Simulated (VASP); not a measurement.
Crystal: Al3CoNi2.

```
Al Co Ni
1.0
     2.95513    0.00000    0.00000
     0.00000    2.95513    0.00000
     0.00000    0.00000    8.86539
Al Co Ni
3 1 2
Direct
  0.50000 0.50000 0.83333
  0.50000 0.50000 0.16667
  0.50000 0.50000 0.50000
  0.00000 0.00000 0.00000
  0.00000 0.00000 0.66667
  0.00000 0.00000 0.33333
```

- Program: VASP 6.6.1
- Task: relaxation of cell and atoms
- Functional: PBE
- Potentials or basis: VASP PAW PBE potentials, release 64 (Al, Co, Ni)
- Cutoff: 600 eV
- k mesh: 6 × 6 × 2
- Occupations: gaussian, width 0.1 eV
- Spin: collinear spin, ferrimagnetic start
- Starting moments: [0.0, 0.0, 0.0, 3.0, -2.0, 2.0] μB

At the start: pressure -10.6 GPa; volume 12.90 Å³/atom.

Problem. Where does the relaxation end?

Solution. Over 14 steps the energy falls by 37.5 meV/atom and the volume is 11.97 Å³/atom (-7.3 %); space group P4/mmm (No. 123, to 0.1 Å) before and after; moment 0.26 μB per cell.

The path:
| step | energy change (eV) | largest force (eV/Å) | pressure (GPa) | volume (Å³) |
| --- | --- | --- | --- | --- |
| 1 | 0.0000 | 0.3345 | -10.56 | 77.42 |
| 2 | -0.1180 | 0.1787 | 8.98 | 68.27 |
| 3 | -0.2072 | 0.2590 | 0.12 | 71.67 |
| 4 | -0.2072 | 0.2568 | 0.38 | 71.56 |
| 5 | -0.2131 | 0.1257 | 0.34 | 71.58 |
| 6 | -0.2159 | 0.1038 | 0.36 | 71.59 |
| 7 | -0.2184 | 0.0900 | -0.40 | 71.92 |
| 8 | -0.2193 | 0.0712 | -1.34 | 72.34 |
| 9 | -0.2201 | 0.0627 | -1.34 | 72.34 |
| 10 | -0.2219 | 0.0356 | -1.33 | 72.34 |
| 11 | -0.2220 | 0.0436 | -1.31 | 72.33 |
| 12 | -0.2227 | 0.0057 | -1.34 | 72.33 |
| 13 | -0.2241 | 0.0087 | -0.86 | 72.12 |
| 14 | -0.2252 | 0.0133 | -0.16 | 71.80 |

Final structure:
```xyz
6
Lattice="2.8479 0.0000 0.0000 0.0000 2.8479 0.0000 0.0000 0.0000 8.8532" Properties=species:S:1:pos:R:3 pbc="T T T"
Al    1.4239    1.4239    7.4196
Al    1.4239    1.4239    1.4336
Al    1.4239    1.4239    4.4266
Co    0.0000    0.0000    8.8532
Ni    0.0000    0.0000    5.9326
Ni    0.0000    0.0000    2.9206
```
